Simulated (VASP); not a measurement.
Write the native input for VASP 6.6.1 that does the following.

| Property | Result |
| --- | --- |
| Task | single point |
| Functional | PBEsol |
| Potentials or basis | VASP PAW PBE potentials, release 64 (Ag, Cl) |
| Cutoff | 520 eV |
| k mesh | 6 × 6 × 6 |
| Occupations | gaussian, width 0.01 eV |
| Spin | no spin polarisation |
| Dipole correction | no |
| Further INCAR settings | ALGO = Normal; EDIFF = 1e-07; NBANDS = 16 |

The structure of AgCl lies in POSCAR:

```
AgCl
1.0
    3.5232067389      0.0000000000      0.0000000000
    0.0000000000      3.5232067389      0.0000000000
    0.0000000000      0.0000000000      3.5232067389
Ag Cl
1 1
Direct
    0.0000000000      0.0000000000      0.0000000000
    0.5000000000      0.5000000000      0.5000000000
```

The input as run:

INCAR

```
SYSTEM = AgCl
PREC = Accurate
ENCUT = 520
EDIFF = 1E-7
ISMEAR = 0
SIGMA = 0.01
LREAL = .FALSE.
LASPH = .TRUE.
NELM = 100
ALGO = Normal
ISIF = 2
LWAVE = .FALSE.
LCHARG = .FALSE.
GGA = PS
NBANDS = 16
```

KPOINTS

```
Automatic mesh
0
G
  6 6 6
  0 0 0
```

Potentials or basis: VASP PAW PBE potentials, release 64 (Ag, Cl).

Command:

```console
$ cat potpaw_PBE.64/Ag/POTCAR potpaw_PBE.64/Cl/POTCAR > POTCAR
$ mpirun -np 1 vasp_std > vasp.out
```

Results of the run:

```
Pressure               : -6.9 GPa
Band gap on the k mesh : 0.40 eV (least direct gap 1.69 eV)
```

Caveat: the cell stands under tension; the PAW data sets were made with another functional, which shifts forces and pressure a little.

Run time: 37 s on 1 thread of Intel Xeon 8259CL, with other jobs on the host, peak memory 0.16 GiB.
